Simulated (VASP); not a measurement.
# Fe (Fd-3m) in VASP: notebook

Fe is run at these levels: LDA; tasks: relaxation of cell and atoms, single point.

Everything below comes from runs of VASP 6.6.1. Logs are shortened: lines on timing, memory, paths and dates and some standing lists are left out, and cuts for length are marked.

## Step 1: The cell of the first run

It takes space group Fd-3m (No. 227, cubic). The conventional cell has a = 5.029 Å, b = 5.029 Å, c = 5.029 Å, α = 90.00°, β = 90.00°, γ = 90.00°. Fe (site symmetry -43m) has 4 Fe at 2.18 Å within 2.9 Å.

## Step 2: Relaxation of cell and atoms, LDA

The input, INCAR:

```
SYSTEM = Fe
ALGO = Normal ; EDIFF = 1E-7
EDIFFG = -0.01 ; ENCUT = 600
IBRION = 2 ; ISIF = 3
ISMEAR = -1 ; LASPH = .TRUE.
LCHARG = .FALSE. ; LREAL = .FALSE.
LWAVE = .FALSE. ; NELM = 100
NSW = 80 ; PREC = Accurate
SIGMA = 0.1
```

The input, KPOINTS:

```
k-points
0
G
  11 11 11
  0 0 0
```

The input, POSCAR:

```
Fe
1.0
    0.0000000000      2.5145090540      2.5145090540
    2.5145090540      0.0000000000      2.5145090540
    2.5145090540      2.5145090540      0.0000000000
Fe
2
Direct
    0.1250000000      0.1250000000      0.1250000000
    0.8750000000      0.8750000000      0.8750000000
```

Potentials or basis: VASP PAW LDA potentials, release 64 (Fe).

The run is started by

```sh
> cat potpaw_LDA.64/Fe/POTCAR > POTCAR
> mpirun -np 1 vasp_std > vasp.out
```

OUTCAR:

```text
SYSTEM = Fe
   EDIFF = 1E-7
   EDIFFG = -0.01
   ENCUT = 600
   IBRION = 2
   ISIF = 3
   ISMEAR = -1
   LASPH = .TRUE.
   LREAL = .FALSE.
   NELM = 100
   NSW = 80
   PREC = Accurate

 ion  position               nearest neighbor table
   1  0.125  0.125  0.125-   2 2.18   2 2.18   2 2.18   2 2.18
   2  0.875  0.875  0.875-   1 2.18   1 2.18   1 2.18   1 2.18

  LATTYP: Found a face centered cubic cell.
 ALAT       =     5.0290181080

  Lattice vectors:

 A1 = (   0.0000000000,   2.5145090540,   2.5145090540)
 A2 = (   2.5145090540,   0.0000000000,   2.5145090540)
 A3 = (   2.5145090540,   2.5145090540,   0.0000000000)

Analysis of symmetry for initial positions (statically):
=====================================================================
 Subroutine PRICEL returns:
 Original cell was already a primitive cell.

 Routine SETGRP: Setting up the symmetry group for a
 face centered cubic supercell.

 Subroutine GETGRP returns: Found 48 space group operations
 (whereof 12 operations were pure point group operations)
 out of a pool of 48 trial point group operations.

The static configuration has the point symmetry D_3d.
 The point group associated with its full space group is O_h .

Analysis of symmetry for dynamics (positions and initial velocities):
=====================================================================
 Subroutine PRICEL returns:
 Original cell was already a primitive cell.

 Routine SETGRP: Setting up the symmetry group for a
 face centered cubic supercell.

 Subroutine GETGRP returns: Found 48 space group operations
 (whereof 12 operations were pure point group operations)
 out of a pool of 48 trial point group operations.

The dynamic configuration has the point symmetry D_3d.
 The point group associated with its full space group is O_h .

 Subroutine INISYM returns: Found 48 space group operations
 (whereof 12 operations are pure point group operations),
 and found     1 'primitive' translations

----------------------------------------------------------------------------------------

                                     Primitive cell

  volume of cell :      31.7973

  direct lattice vectors                    reciprocal lattice vectors
     0.000000000  2.514509054  2.514509054    -0.198845973  0.198845973  0.198845973
     2.514509054  0.000000000  2.514509054     0.198845973 -0.198845973  0.198845973
     2.514509054  2.514509054  0.000000000     0.198845973  0.198845973 -0.198845973

  length of vectors
     3.556052807  3.556052807  3.556052807     0.344411328  0.344411328  0.344411328

  position of ions in fractional coordinates (direct lattice)
     0.125000000  0.125000000  0.125000000
     0.875000000  0.875000000  0.875000000

  ion indices of the primitive-cell ions
   primitive index   ion index
                 1           1
                 2           2

----------------------------------------------------------------------------------------

 KPOINTS: k-points

Automatic generation of k-mesh.
 Grid dimensions read from file:
 generate k-points for:   11   11   11

 Generating k-lattice:

  Cartesian coordinates                     Fractional coordinates (reciprocal lattice)
    -0.018076907  0.018076907  0.018076907     0.090909091  0.000000000  0.000000000
     0.018076907 -0.018076907  0.018076907     0.000000000  0.090909091  0.000000000
     0.018076907  0.018076907 -0.018076907     0.000000000  0.000000000  0.090909091

  Length of vectors
     0.031310121  0.031310121  0.031310121

  Shift w.r.t. Gamma in fractional coordinates (k-lattice)
     0.000000000  0.000000000  0.000000000

 Subroutine IBZKPT returns following result:
 ===========================================

 Found     56 irreducible k-points:

 Following reciprocal coordinates:
            Coordinates               Weight
  0.000000  0.000000  0.000000      1.000000
  0.090909  0.000000  0.000000      8.000000
  0.181818  0.000000  0.000000      8.000000
  0.272727  0.000000  0.000000      8.000000
  0.363636  0.000000  0.000000      8.000000
  0.454545  0.000000  0.000000      8.000000
[... 16 lines left out ...]
 -0.272727  0.181818  0.000000     24.000000
 -0.181818  0.181818  0.000000     12.000000
 [... further k-points ...]
   k-points           NKPTS =     56   k-points in BZ     NKDIM =     56   number of bands    NBANDS=     12
   number of dos      NEDOS =    301   number of ions     NIONS =      2
   total plane-waves  NPLWV =  21952
   dimension x,y,z NGX =    28 NGY =   28 NGZ =   28
   dimension x,y,z NGXF=    56 NGYF=   56 NGZF=   56
   ions per type =               2
   NGX,Y,Z   is equivalent  to a cutoff of  13.09, 13.09, 13.09 a.u.
   NGXF,Y,Z  is equivalent  to a cutoff of  26.18, 26.18, 26.18 a.u.
 SYSTEM =  Fe
   PREC   = accura    normal or accurate (medium, high low for compatibility)
   ISTART =      0    job   : 0-new  1-cont  2-samecut
   ICHARG =      2    charge: 1-file 2-atom 10-const
   ISPIN  =      1    spin polarized calculation?
   LNONCOLLINEAR =      F non collinear calculations
   LSORBIT =      F    spin-orbit coupling
   LASPH  =      T    aspherical Exc in radial PAW
   ENCUT  =  600.0 eV  44.10 Ry    6.64 a.u.   7.10  7.10  7.10*2*pi/ulx,y,z
   NELM   =    100;   NELMIN=  2; NELMDL= -5     # of ELM steps
   EDIFF  = 0.1E-06   stopping-criterion for ELM
   LREAL  =      F    real-space projection
   EDIFFG = -.1E-01   stopping-criterion for IOM
   NSW    =     80    number of steps for IOM
   IBRION =      2    ionic relax: 0-MD 1-quasi-New 2-CG
   NFREE  =      1    steps in history (QN), initial steepest desc. (CG)
   ISIF   =      3    stress and relaxation
   ISYM   =      2    0-nonsym 1-usesym 2-fastsym
   POTIM  = 0.5000    time-step for ionic-motion
   TEBEG  =    0.0;   TEEND  =   0.0 temperature during run
   PSTRESS=    0.0 pullay stress
   NELECT =      16.0000    total number of electrons
   NUPDOWN=      -1.0000    fix difference up-down
   EMIN   =  10.00;   EMAX   =-10.00  energy-range for DOS
   EFERMI =   0.00;   METHOD = LEGACY
   ISMEAR =    -1;   SIGMA  =   0.10  broadening in eV -4-tet -1-fermi 0-gaus
   EFERMI_NEDOS =   21; number of points for ismear=-14 and -15
   IALGO  =     38    algorithm
   IMIX   =      4    mixing-type and parameters
     AMIX     =   0.40;   BMIX     =  1.00
     AMIX_MAG =   1.60;   BMIX_MAG =  1.00
  volume/ion in A,a.u.               =      15.90       107.29
  Fermi-wavevector in a.u.,A,eV,Ry     =   1.302122  2.460653 23.068968  1.695521
  Thomas-Fermi vector in A             =   2.433211
   LORBIT       =      0    0 simple, 1 ext, 2 COOP (PROOUT), +10 PAW based schemes
   GGA     = CA    functional components
   LHFCALC =     F    Hartree Fock is set to
   AEXX    =    0.0000 exact exchange contribution
   IVDW    =     0    specifies the selected vdW correction
   LEPSILON=     F    determine dielectric tensor
   LRPA    =     F    only Hartree local field effects (RPA)
 conjugate gradient relaxation of ions
 non-spin polarized calculation
  energy-cutoff  :      600.00
  volume of cell :       31.80
 maximum number of plane-waves:      1071
   NGX = 15   NGY = 15   NGZ = 15

--------------------------------------- Ionic step        1  -------------------------------------------

 number of electron      16.0000002 magnetization

 Free energy of the ion-electron system (eV)
  ---------------------------------------------------
  ext. energy  EPLUGINS =         0.00000000
  ---------------------------------------------------
  free energy    TOTEN  =       -15.89106199 eV

  energy without entropy =      -15.79710405  energy(sigma->0) =      -15.84408302

 E-fermi :   2.6099     XC(G=0): -11.3293

 val. band max:        2.6046761978   @ k =   0.4545   0.0909   0.0000
 cond. band min:       2.6112465848   @ k =   0.4545   0.3636   0.0909
 fundamental gap:      0.0065703870
 Fermi energy:         2.6099136464

 k-point     1 :       0.0000    0.0000    0.0000
  band No.  band energies     occupation
      1      -3.5732      2.00000
      2       0.1929      2.00000
      3       0.1929      2.00000
      4       0.4110      2.00000
      5       0.4110      2.00000
      6       0.4110      2.00000
      7       2.2392      1.95210
      8       2.2392      1.95210
      9       2.2392      1.95210
     10       3.6738      0.00005
     11       3.6738      0.00005
     12      15.9491      0.00000
[... 331 lines left out ...]
 k-point    24 :      -0.1818    0.1818    0.0000
  band No.  band energies     occupation
      1      -2.0060      2.00000
      2      -0.1579      2.00000
      3       0.2189      2.00000
      4       0.3872      2.00000
      5       0.6638      2.00000
      6       1.0764      2.00000
      7       1.6904      1.99980
      8       1.9938      1.99579
      9       2.7353      0.44402
     10       3.3214      0.00163
     11       3.8105      0.00001
     12       9.3668      0.00000

 [... further k-points ...]
[... 5 lines left out ...]
  --------------------------------------------------------------------------------------
  -------------------------------------------------------------------------------------
  Total       -4.4565093     -4.4565093     -4.4565093     -0.0000000      0.0000000     -0.0000000
  in kB     -224.5514116   -224.5514116   -224.5514116     -0.0000000      0.0000000     -0.0000000
  external PRESSURE =    -224.5514116 kB  Pullay stress =       0.0000000 kB
[... 201 lines left out ...]
  energy  without entropy=      -16.2454439390  energy(sigma->0) =      -16.28333269

--------------------------------------- Ionic step        7  -------------------------------------------

 number of electron      15.9999991 magnetization

 Free energy of the ion-electron system (eV)
  ---------------------------------------------------
  ext. energy  EPLUGINS =         0.00000000
  ---------------------------------------------------
  free energy    TOTEN  =       -16.32135884 eV

  energy without entropy =      -16.24586019  energy(sigma->0) =      -16.28360952

 E-fermi :   4.1505     XC(G=0): -12.2448

 val. band max:        4.1428277618   @ k =   0.2727   0.1818   0.0000
 cond. band min:       4.1512370143   @ k =   0.4545   0.0909   0.0000
 fundamental gap:      0.0084092525
 Fermi energy:         4.1505107709

 k-point     1 :       0.0000    0.0000    0.0000
  band No.  band energies     occupation
      1      -2.8777      2.00000
      2       1.0429      2.00000
      3       1.0429      2.00000
      4       1.4645      2.00000
      5       1.4645      2.00000
      6       1.4645      2.00000
      7       3.6935      1.97950
      8       3.6935      1.97950
      9       3.6935      1.97950
     10       5.5534      0.00000
     11       5.5534      0.00000
     12      19.3299      0.00000
[... 331 lines left out ...]
 k-point    24 :      -0.1818    0.1818    0.0000
  band No.  band energies     occupation
      1      -1.1134      2.00000
      2       0.6152      2.00000
      3       1.0933      2.00000
      4       1.4355      2.00000
      5       1.7724      2.00000
      6       2.2888      2.00000
      7       2.9999      1.99998
      8       3.3665      1.99921
      9       4.2938      0.38528
     10       5.0825      0.00018
     11       5.7319      0.00000
     12      12.0394      0.00000

 [... further k-points ...]
[... 5 lines left out ...]
  --------------------------------------------------------------------------------------
  -------------------------------------------------------------------------------------
  Total        0.0035425      0.0035425      0.0035425      0.0000000      0.0000000      0.0000000
  in kB        0.2136027      0.2136027      0.2136027      0.0000000      0.0000000      0.0000000
  external PRESSURE =       0.2136027 kB  Pullay stress =       0.0000000 kB
[... 17 lines left out ...]
  FREE ENERGIE OF THE ION-ELECTRON SYSTEM (eV)
  ---------------------------------------------------
  free  energy   TOTEN  =       -16.3213588447 eV

  energy  without entropy=      -16.2458601917  energy(sigma->0) =      -16.28360952

 reached required accuracy - stopping structural energy minimisation
```

It took 40 s on 1 thread of Intel Xeon 6975P-C (Granite Rapids), shared host; peak memory 0.16 GiB.

Results:

| Property | Result |
| --- | --- |
| Free energy | -16.3214 eV |
| Relaxed volume | 13.29 Å³/atom |
| Relaxed cell | a = 3.349 Å, b = 3.349 Å, c = 3.349 Å, α = 60.00°, β = 60.00°, γ = 60.00° |
| Space group after relaxing (to 0.05 Å) | Fd-3m (No. 227) |
| Energy gained by relaxing | 215.1 meV/atom |
| Ionic steps | 7 |
| Pressure after relaxing | 0.0 GPa |
| Band gap on the k mesh | zero (band 8 reaches 4.43 eV, above the bottom of band 9 at 3.68 eV) |

Step by step:
```csv
step,energy change (eV),largest force (eV/Å),pressure (GPa),volume (Å³)
1,0.0000,0.0000,-22.46,31.80
2,0.0207,0.0000,41.84,22.61
3,-0.4299,0.0000,-0.93,26.71
4,-0.4303,0.0000,-0.15,26.60
5,-0.4302,0.0000,0.53,26.50
6,-0.4302,0.0000,-0.55,26.65
7,-0.4303,0.0000,0.02,26.57
```

Final structure:
```
CELL_PARAMETERS angstrom
0.00000 2.36844 2.36844
2.36844 0.00000 2.36844
2.36844 2.36844 0.00000
ATOMIC_POSITIONS crystal
Fe 0.12500 0.12500 0.12500
Fe 0.87500 0.87500 0.87500
```

Caveat: the volume moved by over 15 % at a fixed basis, so the end points are rough; the run has no spin polarisation, though such a crystal can be magnetic. Spin polarisation is off, so any magnetic state and its effect on volume and gap are missing.

## Step 3: Single point, LDA

This run uses another cell than the first one, of 13.45 Å³/atom, 0.846 times its volume.

The input, INCAR:

```
SYSTEM = Fe
PREC = Accurate
ENCUT = 600
EDIFF = 1E-6
ISMEAR = -1
SIGMA = 0.1
LREAL = .FALSE.
LASPH = .TRUE.
NELM = 120
ALGO = Normal
ISIF = 2
LWAVE = .FALSE.
LCHARG = .FALSE.
NBANDS = 23
GGA_COMPAT = .FALSE.
```

The input, KPOINTS:

```
Automatic mesh
0
G
  11 11 11
  0 0 0
```

The input, POSCAR:

```
Fe
1.0
    0.0000000000      2.3780883197      2.3780883197
    2.3780883197      0.0000000000      2.3780883197
    2.3780883197      2.3780883197      0.0000000000
Fe
2
Direct
    0.1250000000      0.1250000000      0.1250000000
    0.8750000000      0.8750000000      0.8750000000
```

Potentials or basis: VASP PAW LDA potentials, release 64 (Fe_sv).

The run is started by

```sh
> cat potpaw_LDA.64/Fe_sv/POTCAR > POTCAR
> mpirun -np 1 vasp_std > vasp.out
```

Run time: 17 s. Hardware: 1 thread of Intel Xeon 6975P-C (Granite Rapids), shared host; peak memory 0.15 GiB.

Results (log left out):

```
Free energy            : -16.3860 eV
Pressure               : -2.6 GPa
Band gap on the k mesh : zero (band 16 reaches 9.41 eV, above the bottom of band 17 at 8.67 eV)
```

Levels at points of the mesh, in eV from the Fermi level:
| k point | band 12 | band 13 | band 14 | band 15 | band 16 | band 17 | band 18 | band 19 | band 20 | band 21 |
| --- | --- | --- | --- | --- | --- | --- | --- | --- | --- | --- |
| (0.00, 0.00, 0.00) | -2.66 | -2.66 | -2.66 | -0.45 | -0.45 | -0.45 | 1.39 | 1.39 | 15.01 | 15.01 |

Caveat: the run has no spin polarisation, though such a crystal can be magnetic.

[end of part 1 of 2]
